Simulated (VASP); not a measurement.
ZrC: single point with PBEsol

Crystal: ZrC.

```
CELL_PARAMETERS angstrom
0.00000 2.37371 2.35021
2.37371 0.00000 2.35021
2.37371 2.37371 0.00000
ATOMIC_POSITIONS crystal
Zr 0.50000 0.50000 0.50000
C 0.00000 0.00000 0.00000
```

This cell differs from its parent crystal: equal xx and yy strain of +1 %.

| Property | Result |
| --- | --- |
| Program | VASP 6.6.1 |
| Task | single point |
| Functional | PBEsol |
| Potentials or basis | VASP PAW PBE potentials, release 64 (Zr_sv, C) |
| Cutoff | 520 eV |
| k mesh | 15 × 15 × 15 |
| Occupations | fermi-dirac, width 0.05 eV |
| Spin | no spin polarisation |

The pressure is -8.4 GPa and the band gap on the k mesh is zero (band 8 reaches 10.24 eV, above the bottom of band 9 at 8.84 eV).

Stress tensor (GPa, compression positive):
```
-9.45  0.00  0.00
 0.00 -9.45  0.00
 0.00  0.00 -6.17
```

Levels at points of the mesh, in eV from the Fermi level:
```csv
k point,band 4,band 5,band 6,band 7,band 8,band 9,band 10,band 11,band 12,band 13
"(0.00, 0.00, 0.00)",-25.78,-11.20,0.94,0.94,0.99,1.03,1.03,1.13,2.71,2.81
```

Wall time 55 s on 1 thread of Intel(R) Xeon(R) 6975P-C (Granite Rapids), on a shared host, peak memory 0.24 GiB.

Caveat: the cell differs from its parent crystal (equal xx and yy strain of +1 %); the PAW data sets were made with another functional, which shifts forces and pressure a little.
